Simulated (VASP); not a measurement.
# FeRu (P-6m2) in VASP: a series of runs

FeRu is run at these levels: LDA; tasks: single point.

Everything below comes from runs of VASP 6.6.1. Logs are shortened: lines on timing, memory, paths and dates and some standing lists are left out, and cuts for length are marked.

### Step 1. The cell of the first run

It takes space group P-6m2 (No. 187, hexagonal). Conventional cell: a = 2.533 Å, b = 2.533 Å, c = 3.900 Å, α = 90.00°, β = 90.00°, γ = 120.00°. Within 3.2 Å of Fe (site symmetry -6m2) lie 6 Ru at 2.44 Å and 6 Fe at 2.53 Å. Ru (site symmetry -6m2) has 6 Fe at 2.44 Å and 6 Ru at 2.53 Å within 3.2 Å.

### Step 2. Single point, LDA, collinear spin, ferromagnetic start (volume scaled by 0.88)

INCAR reads:

```
PREC = Accurate ; ENCUT = 520
EDIFF = 1E-6 ; ISMEAR = -1
SIGMA = 0.05 ; LREAL = False
LASPH = True ; NELM = 150
ALGO = Normal ; ISIF = 2
LWAVE = False ; LCHARG = True
ISPIN = 2 ; MAGMOM = 3 1.5
LORBIT = 11 ; LMAXMIX = 4
LELF = True ; LVHAR = True
NBANDS = 22
```

KPOINTS reads:

```
regular mesh
0
Gamma
  12 12 7
```

POSCAR reads:

```
FeRu
1.0
    2.5325542409      0.0000000000      0.0000000000
   -1.2662771204      2.1932563091      0.0000000000
    0.0000000000      0.0000000000      3.9004332941
Fe Ru
1 1
Direct
    0.0000000000      0.0000000000      0.5000000000
    0.6666666667      0.3333333333      0.0000000000
```

Potentials or basis: VASP PAW LDA potentials, release 64 (Fe, Ru_pv).

Run with:

```console
$ cat potpaw_LDA.64/Fe/POTCAR potpaw_LDA.64/Ru_pv/POTCAR > POTCAR
$ mpirun -np 1 vasp_std > vasp.out
```

OUTCAR:

```text
PREC = Accurate
   ENCUT = 520
   EDIFF = 1E-6
   ISMEAR = -1
   LREAL = False
   LASPH = True
   NELM = 150
   ISIF = 2
   ISPIN = 2
   LORBIT = 11

 ion  position               nearest neighbor table
   1  0.000  0.000  0.500-   2 2.44   2 2.44   2 2.44   2 2.44   2 2.44   2 2.44
   2  0.667  0.333  0.000-   1 2.44   1 2.44   1 2.44   1 2.44   1 2.44   1 2.44

  LATTYP: Found a hexagonal cell.
 ALAT       =     2.5325542409
 C/A-ratio  =     1.5401183639

  Lattice vectors:

 A1 = (   2.5325542409,   0.0000000000,   0.0000000000)
 A2 = (  -1.2662771204,   2.1932563091,   0.0000000000)
 A3 = (   0.0000000000,   0.0000000000,   3.9004332941)

Analysis of symmetry for initial positions (statically):
=====================================================================
 Subroutine PRICEL returns:
 Original cell was already a primitive cell.

 Routine SETGRP: Setting up the symmetry group for a
 hexagonal supercell.

 Subroutine GETGRP returns: Found 12 space group operations
 (whereof 12 operations were pure point group operations)
 out of a pool of 24 trial point group operations.

The static configuration has the point symmetry D_3h.

Analysis of symmetry for dynamics (positions and initial velocities):
=====================================================================
 Subroutine PRICEL returns:
 Original cell was already a primitive cell.

 Routine SETGRP: Setting up the symmetry group for a
 hexagonal supercell.

 Subroutine GETGRP returns: Found 12 space group operations
 (whereof 12 operations were pure point group operations)
 out of a pool of 24 trial point group operations.

The dynamic configuration has the point symmetry D_3h.

Analysis of structural, dynamic, and magnetic symmetry:
=====================================================================
 Subroutine PRICEL returns:
 Original cell was already a primitive cell.

 Routine SETGRP: Setting up the symmetry group for a
 hexagonal supercell.

 Subroutine GETGRP returns: Found 12 space group operations
 (whereof 12 operations were pure point group operations)
 out of a pool of 24 trial point group operations.

The overall configuration has the point symmetry D_3h.

 Subroutine INISYM returns: Found 12 space group operations
 (whereof 12 operations are pure point group operations),
 and found     1 'primitive' translations

----------------------------------------------------------------------------------------

                                     Primitive cell

  volume of cell :      21.6651

  direct lattice vectors                    reciprocal lattice vectors
     2.532554241  0.000000000  0.000000000     0.394858275  0.227971532  0.000000000
    -1.266277120  2.193256309  0.000000000     0.000000000  0.455943063  0.000000000
     0.000000000  0.000000000  3.900433294     0.000000000  0.000000000  0.256381772

  length of vectors
     2.532554241  2.532554241  3.900433294     0.455943063  0.455943063  0.256381772

  position of ions in fractional coordinates (direct lattice)
     0.000000000  0.000000000  0.500000000
     0.666666667  0.333333333  0.000000000

  ion indices of the primitive-cell ions
   primitive index   ion index
                 1           1
                 2           2

----------------------------------------------------------------------------------------

 KPOINTS: regular mesh

Automatic generation of k-mesh.
 Grid dimensions read from file:
 generate k-points for:   12   12    7

 Generating k-lattice:

  Cartesian coordinates                     Fractional coordinates (reciprocal lattice)
     0.032904856  0.018997628  0.000000000     0.083333333  0.000000000  0.000000000
     0.000000000  0.037995255  0.000000000     0.000000000  0.083333333  0.000000000
     0.000000000  0.000000000  0.036625967     0.000000000  0.000000000  0.142857143

  Length of vectors
     0.037995255  0.037995255  0.036625967

  Shift w.r.t. Gamma in fractional coordinates (k-lattice)
     0.000000000  0.000000000  0.000000000

 Subroutine IBZKPT returns following result:
 ===========================================

 Found     76 irreducible k-points:

 Following reciprocal coordinates:
            Coordinates               Weight
  0.000000  0.000000  0.000000      1.000000
  0.083333  0.000000  0.000000      6.000000
  0.166667  0.000000  0.000000      6.000000
  0.250000  0.000000  0.000000      6.000000
  0.333333  0.000000  0.000000      6.000000
  0.416667  0.000000  0.000000      6.000000
[... 16 lines left out ...]
  0.250000  0.000000  0.142857     12.000000
  0.333333  0.000000  0.142857     12.000000
 [... further k-points ...]
   k-points           NKPTS =     76   k-points in BZ     NKDIM =     76   number of bands    NBANDS=     22
   number of dos      NEDOS =    301   number of ions     NIONS =      2
   total plane-waves  NPLWV =  12000
   dimension x,y,z NGX =    20 NGY =   20 NGZ =   30
   dimension x,y,z NGXF=    40 NGYF=   40 NGZF=   60
   ions per type =               1   1
   NGX,Y,Z   is equivalent  to a cutoff of  13.13, 13.13, 12.79 a.u.
   NGXF,Y,Z  is equivalent  to a cutoff of  26.26, 26.26, 25.57 a.u.
 SYSTEM =  unknown system
   PREC   = accura    normal or accurate (medium, high low for compatibility)
   ISTART =      0    job   : 0-new  1-cont  2-samecut
   ICHARG =      2    charge: 1-file 2-atom 10-const
   ISPIN  =      2    spin polarized calculation?
   LNONCOLLINEAR =      F non collinear calculations
   LSORBIT =      F    spin-orbit coupling
   LASPH  =      T    aspherical Exc in radial PAW
   ENCUT  =  520.0 eV  38.22 Ry    6.18 a.u.   4.71  4.71  7.25*2*pi/ulx,y,z
   NELM   =    150;   NELMIN=  2; NELMDL= -5     # of ELM steps
   EDIFF  = 0.1E-05   stopping-criterion for ELM
   LREAL  =      F    real-space projection
   EDIFFG = 0.1E-04   stopping-criterion for IOM
   NSW    =      0    number of steps for IOM
   IBRION =     -1    ionic relax: 0-MD 1-quasi-New 2-CG
   NFREE  =      0    steps in history (QN), initial steepest desc. (CG)
   ISIF   =      2    stress and relaxation
   ISYM   =      2    0-nonsym 1-usesym 2-fastsym
   POTIM  = 0.5000    time-step for ionic-motion
   TEBEG  =    0.0;   TEEND  =   0.0 temperature during run
   PSTRESS=    0.0 pullay stress
   NELECT =      22.0000    total number of electrons
   NUPDOWN=      -1.0000    fix difference up-down
   EMIN   =  10.00;   EMAX   =-10.00  energy-range for DOS
   EFERMI =   0.00;   METHOD = LEGACY
   ISMEAR =    -1;   SIGMA  =   0.05  broadening in eV -4-tet -1-fermi 0-gaus
   EFERMI_NEDOS =   21; number of points for ismear=-14 and -15
   IALGO  =     38    algorithm
   IMIX   =      4    mixing-type and parameters
     AMIX     =   0.40;   BMIX     =  1.00
     AMIX_MAG =   1.60;   BMIX_MAG =  1.00
  volume/ion in A,a.u.               =      10.83        73.10
  Fermi-wavevector in a.u.,A,eV,Ry     =   1.645491  3.109526 36.839667  2.707639
  Thomas-Fermi vector in A             =   2.735279
   LORBIT       =     11    0 simple, 1 ext, 2 COOP (PROOUT), +10 PAW based schemes
   GGA     = CA    functional components
   LHFCALC =     F    Hartree Fock is set to
   AEXX    =    0.0000 exact exchange contribution
   IVDW    =     0    specifies the selected vdW correction
   LEPSILON=     F    determine dielectric tensor
   LRPA    =     F    only Hartree local field effects (RPA)
 spin polarized calculation
  energy-cutoff  :      520.00
  volume of cell :       21.67
 maximum number of plane-waves:       596
 NGX is ok and might be reduce to    20
   NGX =  9   NGY =  9   NGZ = 15

 number of electron      22.0000000 magnetization       0.0034073

 Free energy of the ion-electron system (eV)
  ---------------------------------------------------
  ext. energy  EPLUGINS =         0.00000000
  ---------------------------------------------------
  free energy    TOTEN  =       -19.82959563 eV

  energy without entropy =      -19.81382479  energy(sigma->0) =      -19.82171021

 E-fermi :  11.6697     XC(G=0): -14.7949

 val. band max:       11.6430110799   @ k =   0.2500   0.0833   0.1429
 cond. band min:      11.6709835478   @ k =   0.1667   0.0833   0.2857
 fundamental gap:      0.0279724679
 Fermi energy:        11.6697007590

 spin component 1

 k-point     1 :       0.0000    0.0000    0.0000
  band No.  band energies     occupation
      1     -31.4743      1.00000
      2     -30.7166      1.00000
      3     -30.7166      1.00000
      4       2.7474      1.00000
      5       5.0353      1.00000
      6       8.7770      1.00000
[... 14 lines left out ...]
     21      36.1294      0.00000
     22      36.1294      0.00000

 k-point     2 :       0.0833    0.0000    0.0000
  band No.  band energies     occupation
      1     -31.4609      1.00000
      2     -30.8172      1.00000
      3     -30.7393      1.00000
      4       3.0254      1.00000
      5       5.2530      1.00000
      6       8.4387      1.00000
[... 542 lines left out ...]
 k-point    24 :       0.3333    0.0000    0.1429
  band No.  band energies     occupation
      1     -31.7919      1.00000
      2     -31.3240      1.00000
      3     -30.9662      1.00000
      4       5.0872      1.00000
      5       6.0063      1.00000
      6       6.9422      1.00000
[... 14 lines left out ...]
     21      31.7224      0.00000
     22      34.9252      0.00000

 [... further k-points ...]

 spin component 2

 k-point     1 :       0.0000    0.0000    0.0000
  band No.  band energies     occupation
      1     -31.4748      1.00000
      2     -30.7169      1.00000
      3     -30.7169      1.00000
      4       2.7477      1.00000
      5       5.0356      1.00000
      6       8.7770      1.00000
[... 14 lines left out ...]
     21      36.1303      0.00000
     22      36.1303      0.00000

 k-point     2 :       0.0833    0.0000    0.0000
  band No.  band energies     occupation
      1     -31.4614      1.00000
      2     -30.8176      1.00000
      3     -30.7396      1.00000
      4       3.0257      1.00000
      5       5.2533      1.00000
      6       8.4388      1.00000
[... 542 lines left out ...]
 k-point    24 :       0.3333    0.0000    0.1429
  band No.  band energies     occupation
      1     -31.7922      1.00000
      2     -31.3245      1.00000
      3     -30.9666      1.00000
      4       5.0873      1.00000
      5       6.0068      1.00000
      6       6.9426      1.00000
[... 14 lines left out ...]
     21      31.7227      0.00000
     22      34.9254      0.00000

 [... further k-points ...]
[... 5 lines left out ...]
  --------------------------------------------------------------------------------------
  -------------------------------------------------------------------------------------
  Total        3.2427745      3.2427745      3.5325657      0.0000000     -0.0000000      0.0000000
  in kB      239.8094693    239.8094693    261.2400969      0.0000000     -0.0000000      0.0000000
  external PRESSURE =     246.9530119 kB  Pullay stress =       0.0000000 kB

 VOLUME and BASIS-vectors are now :
 -----------------------------------------------------------------------------
  energy-cutoff  :      520.00
  volume of cell :       21.67
      direct lattice vectors                 reciprocal lattice vectors
     2.532554241  0.000000000  0.000000000     0.394858275  0.227971532  0.000000000
    -1.266277120  2.193256309  0.000000000     0.000000000  0.455943063  0.000000000
     0.000000000  0.000000000  3.900433294     0.000000000  0.000000000  0.256381772

 POSITION                                       TOTAL-FORCE (eV/Angst)
 -----------------------------------------------------------------------------------
      0.00000      0.00000      1.95022         0.000000     -0.000000      0.000000
      1.26628      0.73109      0.00000        -0.000000      0.000000      0.000000
 -----------------------------------------------------------------------------------
    total drift:                               -0.000000      0.000000      0.000000

  FREE ENERGIE OF THE ION-ELECTRON SYSTEM (eV)
  ---------------------------------------------------
  free  energy   TOTEN  =       -19.8295956340 eV

  energy  without entropy=      -19.8138247928  energy(sigma->0) =      -19.82171021

 total charge

# of ion       s       p       d       tot
------------------------------------------
    1        0.539   0.671   6.435   7.645
    2        0.484   6.414   6.128  13.027
--------------------------------------------------
tot          1.024   7.085  12.563  20.672

 magnetization (x)

# of ion       s       p       d       tot
------------------------------------------
    1       -0.000  -0.000   0.003   0.003
    2       -0.000  -0.000  -0.000  -0.000
--------------------------------------------------
tot         -0.000  -0.000   0.003   0.002
```

It took 97 s on 1 thread of Oxide Virtual Turin-like, shared host; peak memory 0.14 GiB.

Results:

- Free energy: -19.8296 eV
- Pressure: 24.7 GPa
- Band gap on the k mesh: zero (filled and empty bands overlap)
- Net moment: 0.00 μB per cell
- Valence electrons inside the program's atomic spheres: Fe 7.64; Ru 13.03

Caveat: the starting moments collapsed, and a magnetic state may lie lower.

### Step 3. Single point, LDA, collinear spin, ferromagnetic start (volume scaled by 0.94)

INCAR reads:

```
SYSTEM = FeRu
PREC = Accurate ; ENCUT = 520
EDIFF = 1E-7 ; ISMEAR = -1
SIGMA = 0.05 ; LREAL = .FALSE.
LASPH = .TRUE. ; NELM = 150
ALGO = Normal ; ISIF = 2
LWAVE = .FALSE. ; LCHARG = .FALSE.
ISPIN = 2 ; MAGMOM = 3 1.5
LORBIT = 11 ; LMAXMIX = 4
GGA = CA ; NBANDS = 22
```

KPOINTS reads:

```
Automatic mesh
0
G
  12 12 7
  0 0 0
```

POSCAR reads:

```
FeRu
1.0
    2.5888515596      0.0000000000      0.0000000000
   -1.2944257798      2.2420112172      0.0000000000
    0.0000000000      0.0000000000      3.9871378285
Fe Ru
1 1
Direct
    0.0000000000      0.0000000000      0.5000000000
    0.6666666667      0.3333333333      0.0000000000
```

Potentials or basis: VASP PAW LDA potentials, release 64 (Fe, Ru_pv).

Run with:

```console
$ cat potpaw_LDA.64/Fe/POTCAR potpaw_LDA.64/Ru_pv/POTCAR > POTCAR
$ mpirun -np 1 vasp_std > vasp.out
```

It took 74 s on 1 thread of Oxide Virtual Turin-like, shared host; peak memory 0.14 GiB.

The run converged. Its results:

- Free energy: -19.9294 eV
- Pressure: -1.6 GPa
- Band gap on the k mesh: zero (filled and empty bands overlap)
- Net moment: 0.00 μB per cell
- Valence electrons inside the program's atomic spheres: Fe 7.46; Ru 12.86

Stress tensor (GPa, compression positive):
```
-1.99  0.00  0.00
 0.00 -1.99  0.00
 0.00  0.00 -0.82
```

Levels at points of the mesh, in eV from the Fermi level:
Spin up:
| k point | band 8 | band 9 | band 10 | band 11 | band 12 | band 13 | band 14 | band 15 |
| --- | --- | --- | --- | --- | --- | --- | --- | --- |
| (0.00, 0.00, 0.00) | -1.66 | -1.26 | -1.26 | -1.23 | -1.23 | 1.11 | 1.11 | 1.34 |
| (0.50, 0.00, 0.00) | -2.04 | -1.54 | -1.07 | 0.59 | 1.62 | 2.25 | 3.15 | 6.15 |
Spin down:
| k point | band 7 | band 8 | band 9 | band 10 | band 11 | band 12 | band 13 | band 14 | band 15 | band 16 |
| --- | --- | --- | --- | --- | --- | --- | --- | --- | --- | --- |
| (0.00, 0.00, 0.00) | -2.63 | -1.66 | -1.26 | -1.26 | -1.23 | -1.23 | 1.11 | 1.11 | 1.34 | 9.88 |
| (0.50, 0.00, 0.00) | -2.66 | -2.04 | -1.54 | -1.07 | 0.59 | 1.62 | 2.25 | 3.15 | 6.15 | 9.88 |

Caveat: the starting moments collapsed, and a magnetic state may lie lower.
